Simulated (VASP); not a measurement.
# Te (P6_3/mmc) in VASP: relaxation of cell and atoms with PBEsol

Aim: the relaxation of cell and atoms of Te with PBEsol.

Everything below comes from runs of VASP 6.6.1. Logs are shortened: lines on timing, memory, paths and dates and some standing lists are left out, and cuts for length are marked.

**1. The cell of the first run**

It takes space group P6_3/mmc (No. 194, hexagonal). The conventional cell has a = 3.458 Å, b = 3.458 Å, c = 5.602 Å, α = 90.00°, β = 90.00°, γ = 120.00°. Within 4.5 Å of Te (site symmetry -6m2) lie 12 Te at 3.44 to 3.46 Å.

This isn't the form of Te at room conditions, which is trigonal, of chains.

**2. Relaxation of cell and atoms, PBEsol**

INCAR reads:

```
  ALGO = Normal
  EDIFF = 1E-7
  EDIFFG = -0.005
  ENCUT = 600
  GGA = PS
  IBRION = 2
  ISIF = 3
  ISMEAR = -1
  LASPH = True
  LCHARG = False
  LREAL = False
  LWAVE = False
  NELM = 80
  NSW = 60
  PREC = Accurate
  SIGMA = 0.08
```

KPOINTS reads:

```
k-points
0
Gamma
  14 14 8
```

POSCAR reads:

```
Te
1.0
    3.4577541861      0.0000000000      0.0000000000
   -1.7288770931      2.9945029652      0.0000000000
    0.0000000000      0.0000000000      5.6015617816
Te
2
Direct
    0.3333333333      0.6666666667      0.2500000000
    0.6666666667      0.3333333333      0.7500000000
```

Potentials or basis: VASP PAW PBE potentials, release 64 (Te).

Run with:

```console
> cat potpaw_PBE.64/Te/POTCAR > POTCAR
> mpirun -np 1 vasp_std > vasp.out
```

OUTCAR:

```text
EDIFF = 1E-7
   EDIFFG = -0.005
   ENCUT = 600
   GGA = PS
   IBRION = 2
   ISIF = 3
   ISMEAR = -1
   LASPH = True
   LREAL = False
   NELM = 80
   NSW = 60
   PREC = Accurate

 ion  position               nearest neighbor table
   1  0.333  0.667  0.250-   2 3.44   2 3.44   2 3.44   2 3.44   2 3.44   2 3.44
   2  0.667  0.333  0.750-   1 3.44   1 3.44   1 3.44   1 3.44   1 3.44   1 3.44

  LATTYP: Found a hexagonal cell.
 ALAT       =     3.4577541861
 C/A-ratio  =     1.6200000000

  Lattice vectors:

 A1 = (   3.4577541861,   0.0000000000,   0.0000000000)
 A2 = (  -1.7288770931,   2.9945029652,   0.0000000000)
 A3 = (   0.0000000000,   0.0000000000,   5.6015617816)

Analysis of symmetry for initial positions (statically):
=====================================================================
 Subroutine PRICEL returns:
 Original cell was already a primitive cell.

 Routine SETGRP: Setting up the symmetry group for a
 hexagonal supercell.

 Subroutine GETGRP returns: Found 24 space group operations
 (whereof 12 operations were pure point group operations)
 out of a pool of 24 trial point group operations.

The static configuration has the point symmetry D_3d.
 The point group associated with its full space group is D_6h.

Analysis of symmetry for dynamics (positions and initial velocities):
=====================================================================
 Subroutine PRICEL returns:
 Original cell was already a primitive cell.

 Routine SETGRP: Setting up the symmetry group for a
 hexagonal supercell.

 Subroutine GETGRP returns: Found 24 space group operations
 (whereof 12 operations were pure point group operations)
 out of a pool of 24 trial point group operations.

The dynamic configuration has the point symmetry D_3d.
 The point group associated with its full space group is D_6h.

 Subroutine INISYM returns: Found 24 space group operations
 (whereof 12 operations are pure point group operations),
 and found     1 'primitive' translations

----------------------------------------------------------------------------------------

                                     Primitive cell

  volume of cell :      58.0000

  direct lattice vectors                    reciprocal lattice vectors
     3.457754186  0.000000000  0.000000000     0.289205058  0.166972618  0.000000000
    -1.728877093  2.994502965  0.000000000     0.000000000  0.333945236  0.000000000
     0.000000000  0.000000000  5.601561782     0.000000000  0.000000000  0.178521641

  length of vectors
     3.457754186  3.457754186  5.601561782     0.333945236  0.333945236  0.178521641

  position of ions in fractional coordinates (direct lattice)
     0.333333333  0.666666667  0.250000000
     0.666666667  0.333333333  0.750000000

  ion indices of the primitive-cell ions
   primitive index   ion index
                 1           1
                 2           2

----------------------------------------------------------------------------------------

 KPOINTS: k-points

Automatic generation of k-mesh.
 Grid dimensions read from file:
 generate k-points for:   14   14    8

 Generating k-lattice:

  Cartesian coordinates                     Fractional coordinates (reciprocal lattice)
     0.020657504  0.011926616  0.000000000     0.071428571  0.000000000  0.000000000
     0.000000000  0.023853231  0.000000000     0.000000000  0.071428571  0.000000000
     0.000000000  0.000000000  0.022315205     0.000000000  0.000000000  0.125000000

  Length of vectors
     0.023853231  0.023853231  0.022315205

  Shift w.r.t. Gamma in fractional coordinates (k-lattice)
     0.000000000  0.000000000  0.000000000

 Subroutine IBZKPT returns following result:
 ===========================================

 Found    120 irreducible k-points:

 Following reciprocal coordinates:
            Coordinates               Weight
  0.000000  0.000000  0.000000      1.000000
  0.071429  0.000000  0.000000      6.000000
  0.142857 -0.000000  0.000000      6.000000
  0.214286 -0.000000  0.000000      6.000000
  0.285714 -0.000000  0.000000      6.000000
  0.357143 -0.000000  0.000000      6.000000
[... 16 lines left out ...]
  0.285714  0.285714  0.000000      6.000000
  0.357143  0.285714  0.000000      6.000000
 [... further k-points ...]
   k-points           NKPTS =    120   k-points in BZ     NKDIM =    120   number of bands    NBANDS=     10
   number of dos      NEDOS =    301   number of ions     NIONS =      2
   total plane-waves  NPLWV =  37632
   dimension x,y,z NGX =    28 NGY =   28 NGZ =   48
   dimension x,y,z NGXF=    56 NGYF=   56 NGZF=   96
   ions per type =               2
   NGX,Y,Z   is equivalent  to a cutoff of  13.46, 13.46, 14.25 a.u.
   NGXF,Y,Z  is equivalent  to a cutoff of  26.92, 26.92, 28.49 a.u.
 SYSTEM =  unknown system
   PREC   = accura    normal or accurate (medium, high low for compatibility)
   ISTART =      0    job   : 0-new  1-cont  2-samecut
   ICHARG =      2    charge: 1-file 2-atom 10-const
   ISPIN  =      1    spin polarized calculation?
   LNONCOLLINEAR =      F non collinear calculations
   LSORBIT =      F    spin-orbit coupling
   LASPH  =      T    aspherical Exc in radial PAW
   ENCUT  =  600.0 eV  44.10 Ry    6.64 a.u.   6.91  6.91 11.19*2*pi/ulx,y,z
   NELM   =     80;   NELMIN=  2; NELMDL= -5     # of ELM steps
   EDIFF  = 0.1E-06   stopping-criterion for ELM
   LREAL  =      F    real-space projection
   EDIFFG = -.5E-02   stopping-criterion for IOM
   NSW    =     60    number of steps for IOM
   IBRION =      2    ionic relax: 0-MD 1-quasi-New 2-CG
   NFREE  =      1    steps in history (QN), initial steepest desc. (CG)
   ISIF   =      3    stress and relaxation
   ISYM   =      2    0-nonsym 1-usesym 2-fastsym
   POTIM  = 0.5000    time-step for ionic-motion
   TEBEG  =    0.0;   TEEND  =   0.0 temperature during run
   PSTRESS=    0.0 pullay stress
   NELECT =      12.0000    total number of electrons
   NUPDOWN=      -1.0000    fix difference up-down
   EMIN   =  10.00;   EMAX   =-10.00  energy-range for DOS
   EFERMI =   0.00;   METHOD = LEGACY
   ISMEAR =    -1;   SIGMA  =   0.08  broadening in eV -4-tet -1-fermi 0-gaus
   EFERMI_NEDOS =   21; number of points for ismear=-14 and -15
   IALGO  =     38    algorithm
   IMIX   =      4    mixing-type and parameters
     AMIX     =   0.40;   BMIX     =  1.00
     AMIX_MAG =   1.60;   BMIX_MAG =  1.00
  volume/ion in A,a.u.               =      29.00       195.70
  Fermi-wavevector in a.u.,A,eV,Ry     =   0.968261  1.829749 12.755870  0.937530
  Thomas-Fermi vector in A             =   2.098216
   LORBIT       =      0    0 simple, 1 ext, 2 COOP (PROOUT), +10 PAW based schemes
   GGA     = PS    functional components
   LHFCALC =     F    Hartree Fock is set to
   AEXX    =    0.0000 exact exchange contribution
   IVDW    =     0    specifies the selected vdW correction
   LEPSILON=     F    determine dielectric tensor
   LRPA    =     F    only Hartree local field effects (RPA)
 conjugate gradient relaxation of ions
 non-spin polarized calculation
  energy-cutoff  :      600.00
  volume of cell :       58.00
 maximum number of plane-waves:      1956
 NGX is ok and might be reduce to    28
   NGX = 13   NGY = 13   NGZ = 23

--------------------------------------- Ionic step        1  -------------------------------------------

 number of electron      12.0000000 magnetization

 Free energy of the ion-electron system (eV)
  ---------------------------------------------------
  ext. energy  EPLUGINS =         0.00000000
  ---------------------------------------------------
  free energy    TOTEN  =        -6.37565695 eV

  energy without entropy =       -6.33936538  energy(sigma->0) =       -6.35751116

------------------------ aborting loop because EDIFF is reached ----------------------------------------

  FORCE on cell =-STRESS in cart. coord.  units (eV):
  Direction    XX          YY          ZZ          XY          YZ          ZX
  --------------------------------------------------------------------------------------
  -------------------------------------------------------------------------------------
  Total       -0.9481070     -0.9481070     -2.5453204      0.0000000      0.0000000      0.0000000
  in kB      -26.1902693    -26.1902693    -70.3112877      0.0000000      0.0000000      0.0000000
  external PRESSURE =     -40.8972754 kB  Pullay stress =       0.0000000 kB
[... 89 lines left out ...]
  FREE ENERGIE OF THE ION-ELECTRON SYSTEM (eV)
  ---------------------------------------------------
  free  energy   TOTEN  =        -6.4698395986 eV

  energy  without entropy=       -6.4391825399  energy(sigma->0) =       -6.45451107

 E-fermi :   7.7062     XC(G=0): -10.0091

 val. band max:        7.7032929653   @ k =   0.2143  -0.0000   0.3750
 cond. band min:       7.7177822413   @ k =   0.2857   0.1429   0.0000
 fundamental gap:      0.0144892760
 Fermi energy:         7.7062108717

 k-point     1 :       0.0000    0.0000    0.0000
  band No.  band energies     occupation
      1      -6.5757      2.00000
      2      -0.8628      2.00000
      3       2.7015      2.00000
      4       5.8274      2.00000
      5       5.8274      2.00000
      6       8.7042      0.00001
      7       8.7042      0.00001
      8      10.6077      0.00000
      9      11.4084      0.00000
     10      13.5469      0.00000
[... 287 lines left out ...]
 k-point    24 :       0.3571    0.2857    0.0000
  band No.  band energies     occupation
      1      -4.0181      2.00000
      2      -3.5707      2.00000
      3       2.1162      2.00000
      4       5.5791      2.00000
      5       5.8894      2.00000
      6       6.1406      2.00000
      7       6.4060      2.00000
      8       8.6064      0.00003
      9      12.5858      0.00000
     10      13.5593      0.00000

 [... further k-points ...]

[... ionic steps 4 to 14 ...]

--------------------------------------- Ionic step       15  -------------------------------------------

 number of electron      12.0000000 magnetization

------------------------ aborting loop because EDIFF is reached ----------------------------------------
[... 67 lines left out ...]
--------------------------------------- Ionic step       17  -------------------------------------------

 number of electron      12.0000000 magnetization

 Free energy of the ion-electron system (eV)
  ---------------------------------------------------
  ext. energy  EPLUGINS =         0.00000000
  ---------------------------------------------------
  free energy    TOTEN  =        -6.80277953 eV

  energy without entropy =       -6.77861335  energy(sigma->0) =       -6.79069644

 E-fermi :   7.4443     XC(G=0):  -9.9360

 val. band max:        7.4365500470   @ k =   0.2143  -0.0000   0.0000
 cond. band min:       7.4537307988   @ k =   0.2857   0.1429   0.0000
 fundamental gap:      0.0171807518
 Fermi energy:         7.4443198743

 k-point     1 :       0.0000    0.0000    0.0000
  band No.  band energies     occupation
      1      -6.6642      2.00000
      2      -1.2084      2.00000
      3       2.4870      2.00000
      4       5.7013      2.00000
      5       5.7013      2.00000
      6       8.4805      0.00000
      7       8.4805      0.00000
      8      10.4774      0.00000
      9      11.0759      0.00000
     10      13.3596      0.00000
[... 287 lines left out ...]
 k-point    24 :       0.3571    0.2857    0.0000
  band No.  band energies     occupation
      1      -4.1584      2.00000
      2      -3.7246      2.00000
      3       2.0198      2.00000
      4       5.3398      2.00000
      5       5.5924      2.00000
      6       5.8951      2.00000
      7       6.0907      2.00000
      8       8.2531      0.00008
      9      12.3004      0.00000
     10      13.4146      0.00000

 [... further k-points ...]
[... 5 lines left out ...]
  --------------------------------------------------------------------------------------
  -------------------------------------------------------------------------------------
  Total       -0.0010550     -0.0010550     -0.0019490      0.0000000      0.0000000     -0.0000000
  in kB       -0.0286271     -0.0286271     -0.0528840      0.0000000      0.0000000     -0.0000000
  external PRESSURE =      -0.0367128 kB  Pullay stress =       0.0000000 kB
[... 17 lines left out ...]
  FREE ENERGIE OF THE ION-ELECTRON SYSTEM (eV)
  ---------------------------------------------------
  free  energy   TOTEN  =        -6.8027795343 eV

  energy  without entropy=       -6.7786133454  energy(sigma->0) =       -6.79069644

 reached required accuracy - stopping structural energy minimisation
```

Run time: 7.4 min. Hardware: 1 thread of Intel Xeon Platinum 8488C (Sapphire Rapids), shared host; peak memory 0.29 GiB.

What came out:

| Quantity | Value |
| --- | --- |
| Free energy | -6.8028 eV |
| Relaxed volume | 29.52 Å³/atom |
| Relaxed cell | a = 3.941 Å, b = 3.941 Å, c = 4.391 Å, α = 90.00°, β = 90.00°, γ = 120.00° |
| Space group after relaxing (to 0.1 Å) | P6_3/mmc (No. 194) |
| Energy gained by relaxing | 213.6 meV/atom |
| Ionic steps | 17 |
| Pressure after relaxing | 0.0 GPa |
| Band gap on the k mesh | zero (bands 6 and 7 overlap by 2.39 eV) |

Step by step:
| step | energy change (eV) | largest force (eV/Å) | pressure (GPa) | volume (Å³) |
| --- | --- | --- | --- | --- |
| 1 | 0.0000 | 0.0000 | -4.09 | 58.00 |
| 2 | -0.0923 | 0.0000 | 2.32 | 51.98 |
| 3 | -0.0942 | 0.0000 | 1.35 | 52.67 |
| 4 | -0.1582 | 0.0000 | 1.98 | 52.41 |
| 5 | -0.2342 | 0.0000 | 8.28 | 50.94 |
| 6 | -0.2500 | 0.0000 | 8.12 | 51.24 |
| 7 | -0.2859 | 0.0000 | 7.75 | 52.10 |
| 8 | -0.3010 | 0.0000 | 7.57 | 53.70 |
| 9 | -0.3468 | 0.0000 | 5.81 | 54.75 |
| 10 | -0.4206 | 0.0000 | 1.40 | 58.01 |
| 11 | -0.4264 | 0.0000 | 0.12 | 59.17 |
| 12 | -0.4265 | 0.0000 | -0.02 | 59.32 |
| 13 | -0.4266 | 0.0000 | -0.02 | 59.30 |
| 14 | -0.4268 | 0.0000 | -0.02 | 59.24 |
| 15 | -0.4271 | 0.0000 | -0.01 | 59.12 |
| 16 | -0.4269 | 0.0000 | 0.01 | 58.89 |
| 17 | -0.4271 | 0.0000 | 0.00 | 59.05 |

Final structure:
```
Te
1.0
     3.94073    0.00000    0.00000
    -1.97036    3.41277    0.00000
     0.00000    0.00000    4.39052
Te
2
Cartesian
  0.0000 2.2752 1.0976
  1.9704 1.1376 3.2929
```

Caveat: a cell axis changed by over 15 % at a fixed basis, so the end point is rough; the PAW data sets were made with another functional, which shifts forces and pressure a little; spin-orbit coupling is left out, which moves the levels of the heavy elements.
